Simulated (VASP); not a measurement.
The system is SnTe.

```
Te Sn
1.0
     0.00000    3.15085    3.15085
     3.15085    0.00000    3.15085
     3.15085    3.15085    0.00000
Te Sn
1 1
Direct
  0.50000 0.50000 0.50000
  0.00000 0.00000 0.00000
```

| Quantity | Value |
| --- | --- |
| Program | VASP 6.6.1 |
| Task | relaxation of cell and atoms |
| Functional | PBE exchange alone |
| Potentials or basis | VASP PAW PBE potentials, release 64 (Te, Sn_d) |
| Cutoff | 600 eV |
| k mesh | 7 × 7 × 7 |
| Occupations | fermi-dirac, width 0.05 eV |
| Spin | no spin polarisation |

At the start: pressure 11.3 GPa; volume 31.28 Å³/atom.

Task: How do energy, volume and symmetry change on relaxing?

Result: Over 5 steps the energy falls by 265.7 meV/atom and the volume is 40.88 Å³/atom (+30.7 %); space group Fm-3m (No. 225, to 0.1 Å) before and after.

Step by step:
| step | energy change (eV) | largest force (eV/Å) | pressure (GPa) | volume (Å³) |
| --- | --- | --- | --- | --- |
| 1 | 0.0000 | 0.0000 | 11.25 | 62.56 |
| 2 | -0.5243 | 0.0000 | -0.74 | 84.64 |
| 3 | -0.5313 | 0.0000 | 0.09 | 81.47 |
| 4 | -0.5314 | 0.0000 | -0.04 | 81.88 |
| 5 | -0.5314 | 0.0000 | 0.02 | 81.76 |

Final structure:
```
Te Sn
1.0
     0.00000    3.44483    3.44483
     3.44483    0.00000    3.44483
     3.44483    3.44483    0.00000
Te Sn
1 1
Direct
  0.50000 0.50000 0.50000
  0.00000 0.00000 0.00000
```

Caveat: the volume moved by over 15 % at a fixed basis, so the end points are rough.
